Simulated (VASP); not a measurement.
# Au (Fm-3m) in VASP: notebook

Au is run at these levels: LDA; tasks: single point, relaxation of cell and atoms.

Program: VASP 6.6.1. These are calculated values, not measurements. Logs are shortened: lines on timing, memory, paths and dates and some standing lists are left out, and cuts for length are marked.

### 1 The cell of the first run

The structure is cubic, space group Fm-3m (No. 225). Conventional cell: a = 4.171 Å, b = 4.171 Å, c = 4.171 Å, α = 90.00°, β = 90.00°, γ = 90.00°. Au (site symmetry m-3m) has 12 Au at 2.95 Å within 3.9 Å.

### 2 Single point, LDA

INCAR reads:

```
  PREC = Accurate
  ENCUT = 520
  EDIFF = 1E-7
  ISMEAR = 0
  SIGMA = 0.1
  LREAL = False
  LASPH = True
  NELM = 80
  ALGO = Normal
  ISIF = 2
  LWAVE = False
  LCHARG = False
  GGA = CA
  NBANDS = 12
```

KPOINTS reads:

```
Automatic mesh
0
Gamma
  8 8 8
```

POSCAR reads:

```
Au
1.0
    0.0000000000      2.0856442700      2.0856442700
    2.0856442700      0.0000000000      2.0856442700
    2.0856442700      2.0856442700      0.0000000000
Au
1
Direct
    0.0000000000      0.0000000000      0.0000000000
```

Potentials or basis: VASP PAW LDA potentials, release 64 (Au).

On the command line:

```bash
> cat potpaw_LDA.64/Au/POTCAR > POTCAR
> mpirun -np 1 vasp_std > vasp.out
```

OUTCAR:

```text
PREC = Accurate
   ENCUT = 520
   EDIFF = 1E-7
   ISMEAR = 0
   LREAL = False
   LASPH = True
   NELM = 80
   ISIF = 2
   GGA = CA

 ion  position               nearest neighbor table
   1  0.000  0.000  0.000-

  LATTYP: Found a face centered cubic cell.
 ALAT       =     4.1712885400

  Lattice vectors:

 A1 = (   0.0000000000,   2.0856442700,   2.0856442700)
 A2 = (   2.0856442700,   0.0000000000,   2.0856442700)
 A3 = (   2.0856442700,   2.0856442700,   0.0000000000)

Analysis of symmetry for initial positions (statically):
=====================================================================
 Subroutine PRICEL returns:
 Original cell was already a primitive cell.

 Routine SETGRP: Setting up the symmetry group for a
 face centered cubic supercell.

 Subroutine GETGRP returns: Found 48 space group operations
 (whereof 48 operations were pure point group operations)
 out of a pool of 48 trial point group operations.

The static configuration has the point symmetry O_h .

Analysis of symmetry for dynamics (positions and initial velocities):
=====================================================================
 Subroutine PRICEL returns:
 Original cell was already a primitive cell.

 Routine SETGRP: Setting up the symmetry group for a
 face centered cubic supercell.

 Subroutine GETGRP returns: Found 48 space group operations
 (whereof 48 operations were pure point group operations)
 out of a pool of 48 trial point group operations.

The dynamic configuration has the point symmetry O_h .

 Subroutine INISYM returns: Found 48 space group operations
 (whereof 48 operations are pure point group operations),
 and found     1 'primitive' translations

----------------------------------------------------------------------------------------

                                     Primitive cell

  volume of cell :      18.1447

  direct lattice vectors                    reciprocal lattice vectors
     0.000000000  2.085644270  2.085644270    -0.239734075  0.239734075  0.239734075
     2.085644270  0.000000000  2.085644270     0.239734075 -0.239734075  0.239734075
     2.085644270  2.085644270  0.000000000     0.239734075  0.239734075 -0.239734075

  length of vectors
     2.949546413  2.949546413  2.949546413     0.415231598  0.415231598  0.415231598

  position of ions in fractional coordinates (direct lattice)
     0.000000000  0.000000000  0.000000000

  ion indices of the primitive-cell ions
   primitive index   ion index
                 1           1

----------------------------------------------------------------------------------------

 KPOINTS: Automatic mesh

Automatic generation of k-mesh.
 Grid dimensions read from file:
 generate k-points for:    8    8    8

 Generating k-lattice:

  Cartesian coordinates                     Fractional coordinates (reciprocal lattice)
    -0.029966759  0.029966759  0.029966759     0.125000000  0.000000000  0.000000000
     0.029966759 -0.029966759  0.029966759     0.000000000  0.125000000  0.000000000
     0.029966759  0.029966759 -0.029966759     0.000000000  0.000000000  0.125000000

  Length of vectors
     0.051903950  0.051903950  0.051903950

  Shift w.r.t. Gamma in fractional coordinates (k-lattice)
     0.000000000  0.000000000  0.000000000

 Subroutine IBZKPT returns following result:
 ===========================================

 Found     29 irreducible k-points:

 Following reciprocal coordinates:
            Coordinates               Weight
  0.000000  0.000000  0.000000      1.000000
  0.125000  0.000000  0.000000      8.000000
  0.250000  0.000000  0.000000      8.000000
  0.375000  0.000000  0.000000      8.000000
  0.500000  0.000000  0.000000      4.000000
  0.125000  0.125000  0.000000      6.000000
[... 16 lines left out ...]
  0.500000  0.250000  0.125000     48.000000
 -0.375000  0.250000  0.125000     24.000000
 [... further k-points ...]
   k-points           NKPTS =     29   k-points in BZ     NKDIM =     29   number of bands    NBANDS=     12
   number of dos      NEDOS =    301   number of ions     NIONS =      1
   total plane-waves  NPLWV =  13824
   dimension x,y,z NGX =    24 NGY =   24 NGZ =   24
   dimension x,y,z NGXF=    48 NGYF=   48 NGZF=   48
   ions per type =               1
   NGX,Y,Z   is equivalent  to a cutoff of  13.53, 13.53, 13.53 a.u.
   NGXF,Y,Z  is equivalent  to a cutoff of  27.05, 27.05, 27.05 a.u.
 SYSTEM =  unknown system
   PREC   = accura    normal or accurate (medium, high low for compatibility)
   ISTART =      0    job   : 0-new  1-cont  2-samecut
   ICHARG =      2    charge: 1-file 2-atom 10-const
   ISPIN  =      1    spin polarized calculation?
   LNONCOLLINEAR =      F non collinear calculations
   LSORBIT =      F    spin-orbit coupling
   LASPH  =      T    aspherical Exc in radial PAW
   ENCUT  =  520.0 eV  38.22 Ry    6.18 a.u.   5.48  5.48  5.48*2*pi/ulx,y,z
   NELM   =     80;   NELMIN=  2; NELMDL= -5     # of ELM steps
   EDIFF  = 0.1E-06   stopping-criterion for ELM
   LREAL  =      F    real-space projection
   EDIFFG = 0.1E-05   stopping-criterion for IOM
   NSW    =      0    number of steps for IOM
   IBRION =     -1    ionic relax: 0-MD 1-quasi-New 2-CG
   NFREE  =      0    steps in history (QN), initial steepest desc. (CG)
   ISIF   =      2    stress and relaxation
   ISYM   =      2    0-nonsym 1-usesym 2-fastsym
   POTIM  = 0.5000    time-step for ionic-motion
   TEBEG  =    0.0;   TEEND  =   0.0 temperature during run
   PSTRESS=    0.0 pullay stress
   NELECT =      11.0000    total number of electrons
   NUPDOWN=      -1.0000    fix difference up-down
   EMIN   =  10.00;   EMAX   =-10.00  energy-range for DOS
   EFERMI =   0.00;   METHOD = LEGACY
   ISMEAR =     0;   SIGMA  =   0.10  broadening in eV -4-tet -1-fermi 0-gaus
   EFERMI_NEDOS =   21; number of points for ismear=-14 and -15
   IALGO  =     38    algorithm
   IMIX   =      4    mixing-type and parameters
     AMIX     =   0.40;   BMIX     =  1.00
     AMIX_MAG =   1.60;   BMIX_MAG =  1.00
  volume/ion in A,a.u.               =      18.14       122.45
  Fermi-wavevector in a.u.,A,eV,Ry     =   1.385550  2.618310 26.119763  1.919748
  Thomas-Fermi vector in A             =   2.509949
   LORBIT       =      0    0 simple, 1 ext, 2 COOP (PROOUT), +10 PAW based schemes
   GGA     = CA    functional components
   LHFCALC =     F    Hartree Fock is set to
   AEXX    =    0.0000 exact exchange contribution
   IVDW    =     0    specifies the selected vdW correction
   LEPSILON=     F    determine dielectric tensor
   LRPA    =     F    only Hartree local field effects (RPA)
 non-spin polarized calculation
 Gauss-broadening in eV      SIGMA  =   0.10
  energy-cutoff  :      520.00
  volume of cell :       18.14
 maximum number of plane-waves:       531
 NGX is ok and might be reduce to    24
   NGX = 11   NGY = 11   NGZ = 11

 number of electron      11.0000001 magnetization

 Free energy of the ion-electron system (eV)
  ---------------------------------------------------
  ext. energy  EPLUGINS =         0.00000000
  ---------------------------------------------------
  free energy    TOTEN  =        -4.34484660 eV

  energy without entropy =       -4.34173222  energy(sigma->0) =       -4.34328941

 E-fermi :   8.1434     XC(G=0): -12.6221

 val. band max:        8.0692047147   @ k =   0.5000   0.2500   0.1250
 cond. band min:       8.3394440073   @ k =   0.5000   0.3750   0.1250
 fundamental gap:      0.2702392926
 Fermi energy:         8.1433826889

 k-point     1 :       0.0000    0.0000    0.0000
  band No.  band energies     occupation
      1      -1.0107      2.00000
      2       3.8794      2.00000
      3       3.8794      2.00000
      4       3.8794      2.00000
      5       5.2584      2.00000
      6       5.2584      2.00000
      7      22.8152      0.00000
      8      26.4051      0.00000
      9      26.4051      0.00000
     10      26.4051      0.00000
     11      31.2420      0.00000
     12      35.1579      0.00000

 k-point     2 :       0.1250    0.0000    0.0000
  band No.  band energies     occupation
      1      -0.5077      2.00000
      2       3.7458      2.00000
      3       4.0295      2.00000
      4       4.0295      2.00000
      5       5.2078      2.00000
      6       5.2078      2.00000
      7      23.0744      0.00000
      8      23.9684      0.00000
      9      26.9147      0.00000
     10      26.9147      0.00000
     11      30.8837      0.00000
     12      32.9547      0.00000

 k-point     3 :       0.2500    0.0000    0.0000
  band No.  band energies     occupation
      1       0.7062      2.00000
      2       3.7740      2.00000
      3       4.1379      2.00000
      4       4.1379      2.00000
      5       5.4104      2.00000
      6       5.4104      2.00000
      7      18.9828      0.00000
      8      23.7584      0.00000
      9      27.3874      0.00000
     10      27.3874      0.00000
     11      29.4710      0.00000
     12      30.7039      0.00000
[... 286 lines left out ...]
 k-point    23 :       0.5000    0.2500    0.1250
  band No.  band energies     occupation
      1       2.4086      2.00000
      2       3.4657      2.00000
      3       3.6297      2.00000
      4       4.8355      2.00000
      5       5.9018      2.00000
      6       8.0692      1.70584
      7      14.9176      0.00000
      8      19.6917      0.00000
      9      22.1462      0.00000
     10      26.2555      0.00000
     11      30.1294      0.00000
     12      33.4706      0.00000

 k-point    24 :      -0.3750    0.2500    0.1250
  band No.  band energies     occupation
      1       2.4126      2.00000
      2       3.2971      2.00000
      3       4.3083      2.00000
      4       4.6493      2.00000
      5       6.2148      2.00000
      6      10.8344      0.00000
      7      11.0183      0.00000
      8      19.8906      0.00000
      9      20.9895      0.00000
     10      25.5353      0.00000
     11      31.4221      0.00000
     12      34.4330      0.00000

 [... further k-points ...]
[... 5 lines left out ...]
  --------------------------------------------------------------------------------------
  -------------------------------------------------------------------------------------
  Total       -1.4079445     -1.4079445     -1.4079445     -0.0000000     -0.0000000      0.0000000
  in kB     -124.3212593   -124.3212593   -124.3212593     -0.0000000     -0.0000000      0.0000000
  external PRESSURE =    -124.3212593 kB  Pullay stress =       0.0000000 kB

 VOLUME and BASIS-vectors are now :
 -----------------------------------------------------------------------------
  energy-cutoff  :      520.00
  volume of cell :       18.14
      direct lattice vectors                 reciprocal lattice vectors
     0.000000000  2.085644270  2.085644270    -0.239734075  0.239734075  0.239734075
     2.085644270  0.000000000  2.085644270     0.239734075 -0.239734075  0.239734075
     2.085644270  2.085644270  0.000000000     0.239734075  0.239734075 -0.239734075

 POSITION                                       TOTAL-FORCE (eV/Angst)
 -----------------------------------------------------------------------------------
      0.00000      0.00000      0.00000         0.000000      0.000000      0.000000
 -----------------------------------------------------------------------------------
    total drift:                               -0.000000      0.000000      0.000000

  FREE ENERGIE OF THE ION-ELECTRON SYSTEM (eV)
  ---------------------------------------------------
  free  energy   TOTEN  =        -4.3448465979 eV

  energy  without entropy=       -4.3417322180  energy(sigma->0) =       -4.34328941
```

Run time: 4.2 s. Hardware: 1 thread of Intel Xeon Platinum 8559C (Emerald Rapids), shared host; peak memory 0.13 GiB.

What came out:

```yaml
Free_energy: -4.3448 eV
Pressure: -12.4 GPa
```

Caveat: spin-orbit coupling is left out, which moves the levels of the heavy elements.

### 3 Single point, LDA

This run uses another cell than the first one, of 16.70 Å³/atom, 0.920 times its volume.

INCAR reads:

```
ALGO = Normal
EDIFF = 1E-7
ENCUT = 520
ISIF = 2
ISMEAR = 0
LASPH = True
LCHARG = False
LREAL = False
LWAVE = False
NBANDS = 12
NELM = 60
PREC = Accurate
SIGMA = 0.1
```

KPOINTS reads:

```
k-points
0
Gamma
  8 8 8
```

POSCAR reads:

```
Au
1.0
    0.0000000000      2.0287962931      2.0287962931
    2.0287962931      0.0000000000      2.0287962931
    2.0287962931      2.0287962931      0.0000000000
Au
1
Direct
    0.0000000000      0.0000000000      0.0000000000
```

Potentials or basis: VASP PAW LDA potentials, release 64 (Au).

On the command line:

```bash
> cat potpaw_LDA.64/Au/POTCAR > POTCAR
> mpirun -np 1 vasp_std > vasp.out
```

It took 4.1 s on 1 thread of Intel Xeon Platinum 8559C (Emerald Rapids), shared host; peak memory 0.12 GiB.

The run converged. Its results:

```
Free energy : -4.4047 eV
Pressure    : 0.1 GPa
```

Levels at points of the mesh, in eV from the Fermi level:
```
           k point  band 3  band 4  band 5  band 6  band 7  band 8  band 9  band 10
(0.00, 0.00, 0.00)   -4.77   -4.77   -3.17   -3.17   14.50   18.57   18.57    18.57
(0.50, 0.00, 0.00)   -4.80   -1.92   -1.92   -1.05    3.21   13.96   17.22    17.22
(0.50, 0.50, 0.00)   -1.96   -1.59   -1.59    0.95    5.96   10.02   10.02    17.52
```

Caveat: spin-orbit coupling is left out, which moves the levels of the heavy elements.

### 4 Relaxation of cell and atoms, LDA

INCAR reads:

```
SYSTEM = Au
PREC = Accurate
ENCUT = 600
EDIFF = 1E-6
ISMEAR = 0
SIGMA = 0.1
LREAL = .False.
LASPH = .True.
NELM = 80
ALGO = Normal
ISIF = 3
LWAVE = .False.
LCHARG = .False.
GGA = CA
IBRION = 2
NSW = 100
EDIFFG = -0.05
```

KPOINTS reads:

```
Automatic mesh
0
Gamma
  8 8 8
  0 0 0
```

POSCAR reads:

```
Au
1.0
    0.0000000000      2.0856442700      2.0856442700
    2.0856442700      0.0000000000      2.0856442700
    2.0856442700      2.0856442700      0.0000000000
Au
1
Direct
    0.0000000000      0.0000000000      0.0000000000
```

On the command line:

```bash
> cat potpaw_LDA.64/Au/POTCAR > POTCAR
> mpirun -np 1 vasp_std > vasp.out
```

It took 8.2 s on 1 thread of Intel Xeon Platinum 8559C (Emerald Rapids), shared host; peak memory 0.14 GiB.

The run converged. Its results:

| Item | Value |
| --- | --- |
| Free energy | -4.4048 eV |
| Relaxed volume | 16.73 Å³/atom |
| Relaxed cell | a = 2.871 Å, b = 2.871 Å, c = 2.871 Å, α = 60.00°, β = 60.00°, γ = 60.00° |
| Space group after relaxing (to 0.05 Å) | Fm-3m (No. 225) |
| Energy gained by relaxing | 60.1 meV/atom |
| Ionic steps | 4 |
| Pressure after relaxing | -0.2 GPa |

Step by step:
```csv
step,energy change (eV),largest force (eV/Å),pressure (GPa),volume (Å³)
1,0.0000,0.0000,-12.37,18.14
2,0.1321,0.0000,35.19,14.71
3,-0.0600,0.0000,-0.55,16.77
4,-0.0601,0.0000,-0.16,16.73
```

Final structure:
```
CELL_PARAMETERS angstrom
0.00000 2.03013 2.03013
2.03013 0.00000 2.03013
2.03013 2.03013 0.00000
ATOMIC_POSITIONS crystal
Au 0.00000 0.00000 0.00000
```

Levels at points of the mesh, in eV from the Fermi level:
```tsv
k point	band 3	band 4	band 5	band 6	band 7	band 8	band 9
(0.00, 0.00, 0.00)	-4.75	-4.75	-3.16	-3.16	14.51	18.57	18.57
(0.50, 0.00, 0.00)	-4.79	-1.92	-1.92	-1.04	3.20	13.97	17.20
(0.50, 0.50, 0.00)	-1.96	-1.59	-1.59	0.96	5.94	10.02	10.02
```

Caveat: spin-orbit coupling is left out, which moves the levels of the heavy elements.

### 5 Summary

| task | cell | cutoff (eV) | gap on the mesh (eV) | pressure (GPa) |
| --- | --- | --- | --- | --- |
| single point | a = 2.950 Å, angles 60.0°, 1 atom | 520 | none | -12.4 |
| single point | a = 2.869 Å, angles 60.0°, 1 atom | 520 | none | 0.1 |
| relaxation of cell and atoms | relaxed from a = 2.950 Å, angles 60.0°, 1 atom | 600 | none | -0.2 |

Alike in all rows: level LDA; potentials or basis VASP PAW LDA potentials, release 64 (Au); no spin polarisation; k mesh 8 × 8 × 8; smearing gaussian 0.1 eV.

Caveats: spin-orbit coupling is left out, which moves the levels of the heavy elements.

Absolute energies hang on the potentials; compare differences alone.
